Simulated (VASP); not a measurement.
# GaN (F-43m) in VASP: single point with PBEsol

Aim: the single point of GaN with PBEsol.

Program: VASP 6.6.1. These are calculated values, not measurements. Logs are shortened: lines on timing, memory, paths and dates and some standing lists are left out, and cuts for length are marked.

## 1. The cell of the first run

The structure is cubic, space group F-43m (No. 216). Conventional cell: a = 4.498 Å, b = 4.498 Å, c = 4.498 Å, α = 90.00°, β = 90.00°, γ = 90.00°. Within 2.6 Å of Ga (site symmetry -43m) lie 4 N at 1.95 Å. Within 2.6 Å of N (site symmetry -43m) lie 4 Ga at 1.95 Å.

## 2. Single point, PBEsol

INCAR

```
SYSTEM = GaN
  ALGO = Normal
  EDIFF = 1E-7
  ENCUT = 520
  GGA = PS
  ISIF = 2
  ISMEAR = 0
  LASPH = .True.
  LCHARG = .True.
  LELF = .True.
  LREAL = .False.
  LVHAR = .True.
  LWAVE = .False.
  NBANDS = 16
  NELM = 100
  PREC = Accurate
  SIGMA = 0.02
```

KPOINTS

```
k-points
0
Gamma
  10 10 10
  0 0 0
```

POSCAR

```
GaN
1.0
    0.0000000000      2.2491817702      2.2491817702
    2.2491817702      0.0000000000      2.2491817702
    2.2491817702      2.2491817702      0.0000000000
Ga N
1 1
Direct
    0.0000000000      0.0000000000      0.0000000000
    0.7500000000      0.7500000000      0.7500000000
```

Potentials or basis: VASP PAW PBE potentials, release 64 (Ga_d, N).

Started as:

```bash
cat potpaw_PBE.64/Ga_d/POTCAR potpaw_PBE.64/N/POTCAR > POTCAR
mpirun -np 1 vasp_std > vasp.out
```

OUTCAR:

```text
SYSTEM = GaN
   EDIFF = 1E-7
   ENCUT = 520
   GGA = PS
   ISIF = 2
   ISMEAR = 0
   LASPH = .True.
   LREAL = .False.
   NELM = 100
   PREC = Accurate

 ion  position               nearest neighbor table
   1  0.000  0.000  0.000-   2 1.95   2 1.95   2 1.95   2 1.95
   2  0.750  0.750  0.750-   1 1.95   1 1.95   1 1.95   1 1.95

  LATTYP: Found a face centered cubic cell.
 ALAT       =     4.4983635404

  Lattice vectors:

 A1 = (   0.0000000000,   2.2491817702,   2.2491817702)
 A2 = (   2.2491817702,   0.0000000000,   2.2491817702)
 A3 = (   2.2491817702,   2.2491817702,   0.0000000000)

Analysis of symmetry for initial positions (statically):
=====================================================================
 Subroutine PRICEL returns:
 Original cell was already a primitive cell.

 Routine SETGRP: Setting up the symmetry group for a
 face centered cubic supercell.

 Subroutine GETGRP returns: Found 24 space group operations
 (whereof 24 operations were pure point group operations)
 out of a pool of 48 trial point group operations.

The static configuration has the point symmetry T_d .

Analysis of symmetry for dynamics (positions and initial velocities):
=====================================================================
 Subroutine PRICEL returns:
 Original cell was already a primitive cell.

 Routine SETGRP: Setting up the symmetry group for a
 face centered cubic supercell.

 Subroutine GETGRP returns: Found 24 space group operations
 (whereof 24 operations were pure point group operations)
 out of a pool of 48 trial point group operations.

The dynamic configuration has the point symmetry T_d .

 Subroutine INISYM returns: Found 24 space group operations
 (whereof 24 operations are pure point group operations),
 and found     1 'primitive' translations

----------------------------------------------------------------------------------------

                                     Primitive cell

  volume of cell :      22.7564

  direct lattice vectors                    reciprocal lattice vectors
     0.000000000  2.249181770  2.249181770    -0.222303064  0.222303064  0.222303064
     2.249181770  0.000000000  2.249181770     0.222303064 -0.222303064  0.222303064
     2.249181770  2.249181770  0.000000000     0.222303064  0.222303064 -0.222303064

  length of vectors
     3.180823364  3.180823364  3.180823364     0.385040202  0.385040202  0.385040202

  position of ions in fractional coordinates (direct lattice)
     0.000000000  0.000000000  0.000000000
     0.750000000  0.750000000  0.750000000

  ion indices of the primitive-cell ions
   primitive index   ion index
                 1           1
                 2           2

----------------------------------------------------------------------------------------

 KPOINTS: k-points

Automatic generation of k-mesh.
 Grid dimensions read from file:
 generate k-points for:   10   10   10

 Generating k-lattice:

  Cartesian coordinates                     Fractional coordinates (reciprocal lattice)
    -0.022230306  0.022230306  0.022230306     0.100000000  0.000000000  0.000000000
     0.022230306 -0.022230306  0.022230306     0.000000000  0.100000000  0.000000000
     0.022230306  0.022230306 -0.022230306     0.000000000  0.000000000  0.100000000

  Length of vectors
     0.038504020  0.038504020  0.038504020

  Shift w.r.t. Gamma in fractional coordinates (k-lattice)
     0.000000000  0.000000000  0.000000000

 Subroutine IBZKPT returns following result:
 ===========================================

 Found     47 irreducible k-points:

 Following reciprocal coordinates:
            Coordinates               Weight
  0.000000  0.000000  0.000000      1.000000
  0.100000  0.000000  0.000000      8.000000
  0.200000  0.000000  0.000000      8.000000
  0.300000  0.000000  0.000000      8.000000
  0.400000  0.000000  0.000000      8.000000
  0.500000  0.000000  0.000000      4.000000
[... 16 lines left out ...]
  0.300000  0.300000  0.000000      6.000000
  0.400000  0.300000  0.000000     24.000000
 [... further k-points ...]
   k-points           NKPTS =     47   k-points in BZ     NKDIM =     47   number of bands    NBANDS=     16
   number of dos      NEDOS =    301   number of ions     NIONS =      2
   total plane-waves  NPLWV =  13824
   dimension x,y,z NGX =    24 NGY =   24 NGZ =   24
   dimension x,y,z NGXF=    48 NGYF=   48 NGZF=   48
   ions per type =               1   1
   NGX,Y,Z   is equivalent  to a cutoff of  12.54, 12.54, 12.54 a.u.
   NGXF,Y,Z  is equivalent  to a cutoff of  25.09, 25.09, 25.09 a.u.
 SYSTEM =  GaN
   PREC   = accura    normal or accurate (medium, high low for compatibility)
   ISTART =      0    job   : 0-new  1-cont  2-samecut
   ICHARG =      2    charge: 1-file 2-atom 10-const
   ISPIN  =      1    spin polarized calculation?
   LNONCOLLINEAR =      F non collinear calculations
   LSORBIT =      F    spin-orbit coupling
   LASPH  =      T    aspherical Exc in radial PAW
   ENCUT  =  520.0 eV  38.22 Ry    6.18 a.u.   5.91  5.91  5.91*2*pi/ulx,y,z
   NELM   =    100;   NELMIN=  2; NELMDL= -5     # of ELM steps
   EDIFF  = 0.1E-06   stopping-criterion for ELM
   LREAL  =      F    real-space projection
   EDIFFG = 0.1E-05   stopping-criterion for IOM
   NSW    =      0    number of steps for IOM
   IBRION =     -1    ionic relax: 0-MD 1-quasi-New 2-CG
   NFREE  =      0    steps in history (QN), initial steepest desc. (CG)
   ISIF   =      2    stress and relaxation
   ISYM   =      2    0-nonsym 1-usesym 2-fastsym
   POTIM  = 0.5000    time-step for ionic-motion
   TEBEG  =    0.0;   TEEND  =   0.0 temperature during run
   PSTRESS=    0.0 pullay stress
   NELECT =      18.0000    total number of electrons
   NUPDOWN=      -1.0000    fix difference up-down
   EMIN   =  10.00;   EMAX   =-10.00  energy-range for DOS
   EFERMI =   0.00;   METHOD = LEGACY
   ISMEAR =     0;   SIGMA  =   0.02  broadening in eV -4-tet -1-fermi 0-gaus
   EFERMI_NEDOS =   21; number of points for ismear=-14 and -15
   IALGO  =     38    algorithm
   IMIX   =      4    mixing-type and parameters
     AMIX     =   0.40;   BMIX     =  1.00
     AMIX_MAG =   1.60;   BMIX_MAG =  1.00
  volume/ion in A,a.u.               =      11.38        76.78
  Fermi-wavevector in a.u.,A,eV,Ry     =   1.514018  2.861080 31.187972  2.292251
  Thomas-Fermi vector in A             =   2.623732
   LORBIT       =      0    0 simple, 1 ext, 2 COOP (PROOUT), +10 PAW based schemes
   GGA     = PS    functional components
   LHFCALC =     F    Hartree Fock is set to
   AEXX    =    0.0000 exact exchange contribution
   IVDW    =     0    specifies the selected vdW correction
   LEPSILON=     F    determine dielectric tensor
   LRPA    =     F    only Hartree local field effects (RPA)
 non-spin polarized calculation
 Gauss-broadening in eV      SIGMA  =   0.02
  energy-cutoff  :      520.00
  volume of cell :       22.76
 maximum number of plane-waves:       622
   NGX = 11   NGY = 11   NGZ = 11

 number of electron      18.0000008 magnetization

 Free energy of the ion-electron system (eV)
  ---------------------------------------------------
  ext. energy  EPLUGINS =         0.00000000
  ---------------------------------------------------
  free energy    TOTEN  =       -13.12251481 eV

  energy without entropy =      -13.12251481  energy(sigma->0) =      -13.12251481

 E-fermi :   5.3746     XC(G=0): -11.9329

 val. band max:        5.2121986788   @ k =   0.0000   0.0000   0.0000
 cond. band min:       6.9320013958   @ k =   0.0000   0.0000   0.0000
 fundamental gap:      1.7198027170
 Fermi energy:         5.3746302755

 k-point     1 :       0.0000    0.0000    0.0000
  band No.  band energies     occupation
      1     -10.7694      2.00000
      2      -8.1960      2.00000
      3      -8.1960      2.00000
      4      -8.1960      2.00000
      5      -7.8650      2.00000
      6      -7.8650      2.00000
[... 8 lines left out ...]
     15      23.9477      0.00000
     16      23.9477      0.00000

 k-point     2 :       0.1000    0.0000    0.0000
  band No.  band energies     occupation
      1     -10.6552      2.00000
      2      -8.1819      2.00000
      3      -8.1819      2.00000
      4      -8.1589      2.00000
      5      -7.8664      2.00000
      6      -7.8664      2.00000
[... 8 lines left out ...]
     15      22.6695      0.00000
     16      22.6695      0.00000

 k-point     3 :       0.2000    0.0000    0.0000
  band No.  band energies     occupation
      1     -10.3656      2.00000
      2      -8.1494      2.00000
      3      -8.1493      2.00000
      4      -8.0011      2.00000
      5      -7.8652      2.00000
      6      -7.8652      2.00000
[... 8 lines left out ...]
     15      21.9033      0.00000
     16      21.9033      0.00000

 k-point     4 :       0.3000    0.0000    0.0000
  band No.  band energies     occupation
      1     -10.0532      2.00000
      2      -8.1204      2.00000
      3      -8.1204      2.00000
      4      -7.8514      2.00000
      5      -7.8514      2.00000
      6      -7.6078      2.00000
[... 8 lines left out ...]
     15      22.3961      0.00000
     16      22.3961      0.00000
[... 324 lines left out ...]
 k-point    22 :      -0.2000    0.2000    0.0000
  band No.  band energies     occupation
      1      -9.9575      2.00000
      2      -8.1042      2.00000
      3      -8.0885      2.00000
      4      -7.8883      2.00000
      5      -7.8810      2.00000
      6      -7.4282      2.00000
[... 8 lines left out ...]
     15      22.4985      0.00000
     16      25.6848      0.00000

 k-point    23 :       0.3000    0.3000    0.0000
  band No.  band energies     occupation
      1      -9.8661      2.00000
      2      -8.0481      2.00000
      3      -8.0002      2.00000
      4      -8.0002      2.00000
      5      -7.8132      2.00000
      6      -7.4173      2.00000
[... 8 lines left out ...]
     15      27.2246      0.00000
     16      27.6476      0.00000

 k-point    24 :       0.4000    0.3000    0.0000
  band No.  band energies     occupation
      1      -9.7405      2.00000
      2      -8.0660      2.00000
      3      -7.9651      2.00000
      4      -7.9642      2.00000
      5      -7.8027      2.00000
      6      -6.9570      2.00000
[... 8 lines left out ...]
     15      27.4989      0.00000
     16      27.6078      0.00000

 [... further k-points ...]

------------------------ aborting loop because EDIFF is reached ----------------------------------------

  FORCE on cell =-STRESS in cart. coord.  units (eV):
  Direction    XX          YY          ZZ          XY          YZ          ZX
  --------------------------------------------------------------------------------------
  -------------------------------------------------------------------------------------
  Total       -0.0357246     -0.0357246     -0.0357246      0.0000000      0.0000000      0.0000000
  in kB       -2.5152097     -2.5152097     -2.5152097      0.0000000      0.0000000      0.0000000
  external PRESSURE =      -2.5152097 kB  Pullay stress =       0.0000000 kB

 VOLUME and BASIS-vectors are now :
 -----------------------------------------------------------------------------
  energy-cutoff  :      520.00
  volume of cell :       22.76
      direct lattice vectors                 reciprocal lattice vectors
     0.000000000  2.249181770  2.249181770    -0.222303064  0.222303064  0.222303064
     2.249181770  0.000000000  2.249181770     0.222303064 -0.222303064  0.222303064
     2.249181770  2.249181770  0.000000000     0.222303064  0.222303064 -0.222303064

 POSITION                                       TOTAL-FORCE (eV/Angst)
 -----------------------------------------------------------------------------------
      0.00000      0.00000      0.00000         0.000000      0.000000     -0.000000
      3.37377      3.37377      3.37377        -0.000000     -0.000000      0.000000
 -----------------------------------------------------------------------------------
    total drift:                               -0.000001     -0.000001     -0.000001

  FREE ENERGIE OF THE ION-ELECTRON SYSTEM (eV)
  ---------------------------------------------------
  free  energy   TOTEN  =       -13.1225148069 eV

  energy  without entropy=      -13.1225148069  energy(sigma->0) =      -13.12251481
```

It took 6.5 s on 1 thread of Intel Xeon 6975P-C (Granite Rapids), shared host; peak memory 0.14 GiB.

Results:

```yaml
Free_energy: -13.1225 eV
Pressure: -0.3 GPa
Band_gap_on_the_k_mesh: 1.72 eV, direct
```

Caveat: the PAW data sets were made with another functional, which shifts forces and pressure a little.
